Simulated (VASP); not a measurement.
# W3C in VASP: notebook

Runs on W3C. Level: PBE. Tasks: single point.

Program: VASP 6.6.1. These are calculated values, not measurements. Logs are shortened: lines on timing, memory, paths and dates and some standing lists are left out, and cuts for length are marked.

## (1) The cell of the first run

The cell holds a slab with vacuum, 4 atoms: a = 2.855 Å, b = 2.855 Å, c = 19.445 Å, α = 90.00°, β = 90.00°, γ = 90.00°.

## (2) Single point, PBE

The input, INCAR:

```
SYSTEM = W3C
ALGO = Normal
DIPOL = 0.5 0.5 0.343
EDIFF = 1E-6
ENCUT = 520
GGA = PE
IDIPOL = 3
ISIF = 2
ISMEAR = 0
LASPH = .True.
LCHARG = .True.
LDIPOL = .True.
LELF = .True.
LREAL = .False.
LVACPOTAV = .True.
LVHAR = .True.
LWAVE = .False.
NBANDS = 31
NELM = 60
PREC = Accurate
SIGMA = 0.1
```

The input, KPOINTS:

```
k-points
0
Gamma
  9 9 1
  0 0 0
```

The input, POSCAR:

```
W3C
1.0
    2.8547213223      0.0000000000      0.0000000000
    0.0000000000      2.8547213223      0.0000000000
    0.0000000000      0.0000000000     19.4446427381
W C
3 1
Direct
    0.5000000000      0.5000000000      0.2057121879
    0.0000000000      0.0000000000      0.3071172995
    0.5000000000      0.5000000000      0.4085774599
    0.8333333333      1.0000000000      0.4494948527
```

Potentials or basis: VASP PAW PBE potentials, release 64 (W_sv, C).

Started as:

```sh
$ cat potpaw_PBE.64/W_sv/POTCAR potpaw_PBE.64/C/POTCAR > POTCAR
$ mpirun -np 1 vasp_std > vasp.out
```

OUTCAR:

```text
SYSTEM = W3C
   EDIFF = 1E-6
   ENCUT = 520
   GGA = PE
   ISIF = 2
   ISMEAR = 0
   LASPH = .True.
   LREAL = .False.
   NELM = 60
   PREC = Accurate

 ion  position               nearest neighbor table
   1  0.500  0.500  0.206-   2 2.82   2 2.82   2 2.82   2 2.82
   2  0.000  0.000  0.307-   1 2.82   1 2.82   1 2.82   1 2.82   3 2.82   3 2.82   3 2.82   3 2.82

   3  0.500  0.500  0.409-   4 1.89   4 1.89   4 2.51   4 2.51   2 2.82   2 2.82   2 2.82   2 2.82

   4  0.833  0.000  0.449-   3 1.89   3 1.89   3 2.51   3 2.51

  LATTYP: Found a simple tetragonal cell.
 ALAT       =     2.8547213223
 C/A-ratio  =     6.8113978714

  Lattice vectors:

 A1 = (   2.8547213223,   0.0000000000,   0.0000000000)
 A2 = (   0.0000000000,   2.8547213223,   0.0000000000)
 A3 = (   0.0000000000,   0.0000000000,  19.4446427381)

Analysis of symmetry for initial positions (statically):
=====================================================================
 Subroutine PRICEL returns:
 Original cell was already a primitive cell.

 Routine SETGRP: Setting up the symmetry group for a
 simple tetragonal supercell.

 Subroutine GETGRP returns: Found  2 space group operations
 (whereof  2 operations were pure point group operations)
 out of a pool of 16 trial point group operations.

The static configuration has the point symmetry C_1h.

Analysis of symmetry for dynamics (positions and initial velocities):
=====================================================================
 Subroutine PRICEL returns:
 Original cell was already a primitive cell.

 Routine SETGRP: Setting up the symmetry group for a
 simple tetragonal supercell.

 Subroutine GETGRP returns: Found  2 space group operations
 (whereof  2 operations were pure point group operations)
 out of a pool of 16 trial point group operations.

The dynamic configuration has the point symmetry C_1h.

 Subroutine INISYM returns: Found  2 space group operations
 (whereof  2 operations are pure point group operations),
 and found     1 'primitive' translations

----------------------------------------------------------------------------------------

                                     Primitive cell

  volume of cell :     158.4628

  direct lattice vectors                    reciprocal lattice vectors
     2.854721322  0.000000000  0.000000000     0.350296890  0.000000000  0.000000000
     0.000000000  2.854721322  0.000000000     0.000000000  0.350296890  0.000000000
[... 94 lines left out ...]
   ISIF   =      2    stress and relaxation
   ISYM   =      2    0-nonsym 1-usesym 2-fastsym
   POTIM  = 0.5000    time-step for ionic-motion
   TEBEG  =    0.0;   TEEND  =   0.0 temperature during run
   PSTRESS=    0.0 pullay stress
   NELECT =      46.0000    total number of electrons
   NUPDOWN=      -1.0000    fix difference up-down
   EMIN   =  10.00;   EMAX   =-10.00  energy-range for DOS
   EFERMI =   0.00;   METHOD = LEGACY
   ISMEAR =     0;   SIGMA  =   0.10  broadening in eV -4-tet -1-fermi 0-gaus
   EFERMI_NEDOS =   21; number of points for ismear=-14 and -15
   IALGO  =     38    algorithm
   IMIX   =      4    mixing-type and parameters
     AMIX     =   0.40;   BMIX     =  1.00
     AMIX_MAG =   1.60;   BMIX_MAG =  1.00
  volume/ion in A,a.u.               =      39.62       267.34
  Fermi-wavevector in a.u.,A,eV,Ry     =   1.083973  2.048411 15.986799  1.174997
  Thomas-Fermi vector in A             =   2.220051
   LORBIT       =      0    0 simple, 1 ext, 2 COOP (PROOUT), +10 PAW based schemes
   GGA     = PE    functional components
   LHFCALC =     F    Hartree Fock is set to
   AEXX    =    0.0000 exact exchange contribution
   IVDW    =     0    specifies the selected vdW correction
   LEPSILON=     F    determine dielectric tensor
   LRPA    =     F    only Hartree local field effects (RPA)
 non-spin polarized calculation
 Gauss-broadening in eV      SIGMA  =   0.10
  energy-cutoff  :      520.00
  volume of cell :      158.46
 maximum number of plane-waves:      4297
 NGX is ok and might be reduce to    24
   NGX = 11   NGY = 11   NGZ = 73

 dipolmoment           0.000000      0.000000     -0.062381 electrons x Angstroem

 number of electron      45.9999995 magnetization

 dipolmoment           0.000000      0.000000      0.044574 electrons x Angstroem

 Free energy of the ion-electron system (eV)
  ---------------------------------------------------
  ext. energy  EPLUGINS =         0.00000000
  ---------------------------------------------------
  free energy    TOTEN  =       -42.84627910 eV

  energy without entropy =      -42.82906046  energy(sigma->0) =      -42.83766978

 E-fermi :   0.3872     XC(G=0):  -5.5728

 val. band max:        0.3864784369   @ k =   0.1111   0.0000   0.0000
 cond. band min:       0.4028553291   @ k =   0.0000   0.3333   0.0000
 fundamental gap:      0.0163768922
 Fermi energy:         0.3872296517

 k-point     1 :       0.0000    0.0000    0.0000
  band No.  band energies     occupation
      1     -73.4986      2.00000
      2     -73.4729      2.00000
      3     -73.3381      2.00000
      4     -38.1437      2.00000
      5     -37.7973      2.00000
      6     -37.6668      2.00000
[... 805 lines left out ...]
     30       5.6135      0.00000
     31       6.2930      0.00000

 [... further k-points ...]

------------------------ aborting loop because EDIFF is reached ----------------------------------------

  FORCE on cell =-STRESS in cart. coord.  units (eV):
  Direction    XX          YY          ZZ          XY          YZ          ZX
  --------------------------------------------------------------------------------------
  -------------------------------------------------------------------------------------
  Total        0.9080038      5.1566446      2.0101865      0.0000000      0.0000000      4.1329760
  in kB        9.1805954     52.1375212     20.3244841      0.0000000      0.0000000     41.7874680
  external PRESSURE =      27.2142002 kB  Pullay stress =       0.0000000 kB

 VOLUME and BASIS-vectors are now :
 -----------------------------------------------------------------------------
  energy-cutoff  :      520.00
  volume of cell :      158.46
      direct lattice vectors                 reciprocal lattice vectors
     2.854721322  0.000000000  0.000000000     0.350296890  0.000000000  0.000000000
     0.000000000  2.854721322  0.000000000     0.000000000  0.350296890  0.000000000
     0.000000000  0.000000000 19.444642738     0.000000000  0.000000000  0.051428047

 POSITION                                       TOTAL-FORCE (eV/Angst)
 -----------------------------------------------------------------------------------
      1.42736      1.42736      4.00000         0.011438      0.000000     -0.197054
      0.00000      0.00000      5.97179        -0.361580      0.000000     -0.614373
      1.42736      1.42736      7.94464        -4.004716      0.000000      0.738847
      2.37893      0.00000      8.74027         4.354858      0.000000      0.072580
 -----------------------------------------------------------------------------------
    total drift:                                0.000026     -0.000000      0.000066

  FREE ENERGIE OF THE ION-ELECTRON SYSTEM (eV)
  ---------------------------------------------------
  free  energy   TOTEN  =       -42.8462791032 eV

  energy  without entropy=      -42.8290604557  energy(sigma->0) =      -42.83766978

 vacuum level on the upper side and lower side of the slab         5.932         4.942
```

Run time: 92 s. Hardware: 1 thread of Intel Xeon 6975P-C (Granite Rapids), shared host; peak memory 0.33 GiB.

What came out:

```yaml
Free_energy: -42.8463 eV
Largest_force: 4.355 eV/Å
Band_gap_on_the_k_mesh: zero (bands 23 and 24 overlap by 1.35 eV)
```

Forces on the atoms (eV/Å):
```
W    0.011  0.000 -0.197
W   -0.362  0.000 -0.614
W   -4.005  0.000  0.739
C    4.355  0.000  0.073
```

Caveat: spin-orbit coupling is left out, which moves the levels of the heavy elements.

## (3) Single point, PBE

The input, INCAR:

```
PREC     = Accurate       # precision mode
ENCUT    = 520            # plane-wave cutoff, eV
EDIFF    = 1E-7           # SCF threshold, eV
ISMEAR   = 0              # smearing method
SIGMA    = 0.1            # smearing width, eV
LREAL    = F              # projectors in reciprocal space
LASPH    = T              # aspherical terms in the spheres
NELM     = 60             # most SCF steps
ALGO     = Normal         # electronic algorithm
ISIF     = 2              # what is computed and relaxed
LWAVE    = F              # write WAVECAR
LCHARG   = T              # write CHGCAR
LDIPOL   = T            
IDIPOL   = 3            
DIPOL    = 0.5 0.5 0.348
GGA      = PE             # functional
LELF     = T              # ELF
LVHAR    = T            
LVACPOTAV= T            
NBANDS   = 31             # bands
```

The input, KPOINTS:

```
regular mesh
0
Gamma
  9 9 1
```

Changes to POSCAR since step 2:

```diff
@@ -11,2 +11,2 @@
     0.5000000000      0.5000000000      0.4085774599
-    0.8333333333      1.0000000000      0.4494948527
+    0.6666666667      1.0000000000      0.4716454118
```

Potentials or basis: VASP PAW PBE potentials, release 64 (W_sv, C).

Started as:

```sh
$ cat potpaw_PBE.64/W_sv/POTCAR potpaw_PBE.64/C/POTCAR > POTCAR
$ mpirun -np 1 vasp_std > vasp.out
```

It took 1.8 min on 1 thread of Intel Xeon 6975P-C (Granite Rapids), shared host; peak memory 0.32 GiB.

The run converged. Its results:

```yaml
Free_energy: -41.7273 eV
Largest_force: 1.163 eV/Å
Band_gap_on_the_k_mesh: zero (bands 23 and 24 overlap by 1.50 eV)
```

Forces in eV/Å, atoms in the order of the input:
```
W    0.010  0.000 -0.186
W   -0.218  0.000 -0.693
W   -0.861  0.000  0.782
C    1.070  0.000  0.096
```

Levels at points of the mesh, in eV from the Fermi level:
| k point | band 19 | band 20 | band 21 | band 22 | band 23 | band 24 | band 25 | band 26 | band 27 | band 28 |
| --- | --- | --- | --- | --- | --- | --- | --- | --- | --- | --- |
| (0.00, 0.00, 0.00) | -2.45 | -1.63 | -0.92 | -0.31 | 0.33 | 0.59 | 1.37 | 1.58 | 2.52 | 3.03 |

Caveat: spin-orbit coupling is left out, which moves the levels of the heavy elements.

The gap in the log of VASP goes by the Fermi energy; the results here count the filled bands.